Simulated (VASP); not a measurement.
A run of VASP 6.6.1:

INCAR

```
SYSTEM = CdTe
PREC = Accurate ; ENCUT = 520
EDIFF = 1E-6 ; ISMEAR = 0
SIGMA = 0.01 ; LREAL = .False.
LASPH = .True. ; NELM = 60
ALGO = Normal ; ISIF = 2
LWAVE = .False. ; LCHARG = .False.
GGA = PE ; NBANDS = 16
```

Contents of KPOINTS:

```
regular mesh
0
Gamma
  4 4 4
  0 0 0
```

POSCAR

```
CdTe
1.0
    0.0000000000      3.2799012424      3.2799012424
    3.2799012424      0.0000000000      3.2799012424
    3.2799012424      3.2799012424      0.0000000000
Cd Te
1 1
Direct
    0.0000000000      0.0000000000      0.0000000000
    0.2500000000      0.2500000000      0.2500000000
```

Potentials or basis: VASP PAW PBE potentials, release 64 (Cd, Te).

Command:

```console
$ cat potpaw_PBE.64/Cd/POTCAR potpaw_PBE.64/Te/POTCAR > POTCAR
$ mpirun -np 1 vasp_std > vasp.out
```

Hardware: 1 thread of Intel(R) Xeon(R) 6975P-C (Granite Rapids), with other jobs on the host.

How long does it take, and how much memory?

It took 5.3 s on 1 thread of Intel(R) Xeon(R) 6975P-C (Granite Rapids), with other jobs on the host, peak memory 0.2 GiB. Counts: scf iterations 13, k points 8.
